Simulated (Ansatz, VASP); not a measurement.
One calculation of V, two programs

Contents of INCAR:

```
SYSTEM = V
PREC = Accurate ; ENCUT = 520
EDIFF = 1E-7 ; ISMEAR = 0
SIGMA = 0.15 ; LREAL = .FALSE.
LASPH = .TRUE. ; NELM = 60
ALGO = Fast ; ISIF = 2
LWAVE = .FALSE. ; LCHARG = .TRUE.
GGA = PS ; LELF = .TRUE.
LVHAR = .TRUE. ; NBANDS = 12
```

The input KPOINTS:

```
Automatic mesh
0
G
  22 22 22
  0 0 0
```

File POSCAR:

```
V
1.0
   -1.5583900000      1.5583900000      1.4903050000
    1.5583900000     -1.5583900000      1.4903050000
    1.5583900000      1.5583900000     -1.4903050000
V
1
Direct
    0.0000000000      0.0000000000      0.0000000000
```

Input for Ansatz:

```yaml
crystal:
  lattice:
    - [-1.55839, 1.55839, 1.490305]
    - [1.55839, -1.55839, 1.490305]
    - [1.55839, 1.55839, -1.490305]
  atoms:
    - { symbol: V, position: [0.0, 0.0, 0.0] }
basis:
  ecutwfc: 420
kpoints:
  mp_grid: { grid: [22, 22, 22] }
hamiltonian:
  xc: pbesol
scf:
  occupations: { method: gaussian, width: 0.15 }
output:
  forces: true
  stress: true
  eigenvalues: true
```

Change from the starting cell: strain +0.030 along x and y, -0.015 along z, atoms carried along.

Alike in both runs: task single point; functional PBEsol; k mesh 22 × 22 × 22; occupations gaussian, width 0.15 eV; no spin polarisation.

|  | VASP | Ansatz |
| --- | --- | --- |
| version | VASP 6.6.1 | Ansatz 0.2.0 |
| potentials or method | VASP PAW PBE potentials, release 64 (V_sv), cutoff 520 eV | scalar-relativistic, plane waves, PAW |
| valence electrons in the cell | 13 | 13 |

|  | VASP | Ansatz | Ansatz less VASP |
| --- | --- | --- | --- |
| gap on the k mesh at the Fermi level (eV) | none | none | - |
| pressure (GPa) | -17.3 | -17.5 | -0.23 |
| traceless stress, the component that is largest in VASP (GPa) | 2.87 | 2.88 | +0.015 |

VASP's potentials were made for PBE, not for PBEsol. A gap of «none» marks a metal or a gap that the smearing closes. With one functional, cell and mesh, what is left measures potentials, basis and numerics.
